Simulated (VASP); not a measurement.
Write the native input for VASP 6.6.1 that does the following.

* Task: single point
* Functional: PBE
* Potentials or basis: VASP PAW PBE potentials, release 64 (Y_sv, Pt, C, N)
* Cutoff: 520 eV
* k mesh: 4 × 4 × 2
* Occupations: gaussian, width 0.1 eV
* Spin: no spin polarisation
* Dipole correction: no
* Further INCAR settings: ALGO = Normal; EDIFF = 1e-07; NBANDS = 28

The structure of YPtC2N2 lies in POSCAR:

```
YPtC2N2
1.0
    5.6641097277     -0.6586275548     -0.7130533046
    1.5062744316      3.2937145724      0.0823202799
   -0.9062348670      2.2412248512      5.3159156512
Y Pt C N
1 1 2 2
Direct
    0.5000000000      0.5000000000      0.5000000000
    0.0000000000      0.0000000000      0.0000000000
    0.2009283531      1.0018158836      0.7924966149
    0.7990716469     -0.0018158836      0.2075033851
    0.3268477473      1.0028116242      0.6620290319
    0.6731522527     -0.0028116242      0.3379709681
```

One way to write it, as run:

INCAR

```
SYSTEM = YPtC2N2
  PREC = Accurate
  ENCUT = 520
  EDIFF = 1E-7
  ISMEAR = 0
  SIGMA = 0.1
  LREAL = .False.
  LASPH = .True.
  NELM = 100
  ALGO = Normal
  ISIF = 2
  LWAVE = .False.
  LCHARG = .True.
  GGA = PE
  LELF = .True.
  LVHAR = .True.
  NBANDS = 28
```

KPOINTS

```
Automatic mesh
0
Gamma
  4 4 2
  0 0 0
```

Potentials or basis: VASP PAW PBE potentials, release 64 (Y_sv, Pt, C, N).

Launch:

```sh
$ cat potpaw_PBE.64/Y_sv/POTCAR potpaw_PBE.64/Pt/POTCAR potpaw_PBE.64/C/POTCAR potpaw_PBE.64/N/POTCAR > POTCAR
$ mpirun -np 1 vasp_std > vasp.out
```

Results of the run:

- Pressure: 0.2 GPa
- Largest force: 0.264 eV/Å
- Band gap on the k mesh: zero (an odd number of electrons rules out a gap without spin polarisation)

Caveat: the k points lie up to 0.57 Å⁻¹ apart, too coarse for converged energies and pressures of a metal; spin-orbit coupling is left out, which moves the levels of the heavy elements.

It took 38 s on 1 thread of Intel(R) Xeon(R) 6975P-C (Granite Rapids) (shared host), peak memory 0.29 GiB.
